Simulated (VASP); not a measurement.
Wanted: the native input for a VASP 6.6.1 run.

```yaml
Task: relaxation of cell and atoms
Functional: LDA
Potentials_or_basis: VASP PAW LDA potentials, release 64 (Li_sv, Ga_d)
Cutoff: 600 eV
k_mesh: 10 × 10 × 10
Occupations: gaussian, width 0.1 eV
Spin: no spin polarisation
Dipole_correction: no
Further_INCAR_settings: ALGO = Normal; EDIFF = 1e-06; IBRION = 2; EDIFFG = -0.005; NSW = 100; ISIF = 3
```

The structure of LiGa3 lies in POSCAR:

```
LiGa3
1.0
    3.9365047715      0.0000000000      0.0000000000
    0.0000000000      3.9365047715      0.0000000000
    0.0000000000      0.0000000000      3.9365047715
Li Ga
1 3
Direct
    0.0000000000      0.0000000000      0.0000000000
    0.5000000000      0.0000000000      0.5000000000
    0.0000000000      0.5000000000      0.5000000000
    0.5000000000      0.5000000000      0.0000000000
```

These files were run (other wordings do the same):

INCAR

```
SYSTEM = LiGa3
ALGO = Normal ; EDIFF = 1E-6
EDIFFG = -0.005 ; ENCUT = 600
GGA = CA ; IBRION = 2
ISIF = 3 ; ISMEAR = 0
LASPH = .TRUE. ; LCHARG = .FALSE.
LREAL = .FALSE. ; LWAVE = .FALSE.
NELM = 100 ; NSW = 100
PREC = Accurate ; SIGMA = 0.1
```

KPOINTS

```
k-points
0
G
  10 10 10
  0 0 0
```

Potentials or basis: VASP PAW LDA potentials, release 64 (Li_sv, Ga_d).

Run with:

```bash
$ cat potpaw_LDA.64/Li_sv/POTCAR potpaw_LDA.64/Ga_d/POTCAR > POTCAR
$ mpirun -np 1 vasp_std > vasp.out
```

Results of the run:

```json
{"Pressure after relaxing": "0.0 GPa", "Band gap on the k mesh": "zero (bands 21 and 22 overlap by 6.08 eV)"}
```

Caveat: the cutoff is under 1.25 times the usual one of these potentials, so pressure, stress and relaxed cells hold a basis-set (Pulay) error; the relaxation stopped at its first step, so nothing moved.

Run time: 28 s on 1 thread of Intel(R) Xeon(R) 6975P-C (Granite Rapids), on a shared host, peak memory 0.21 GiB.
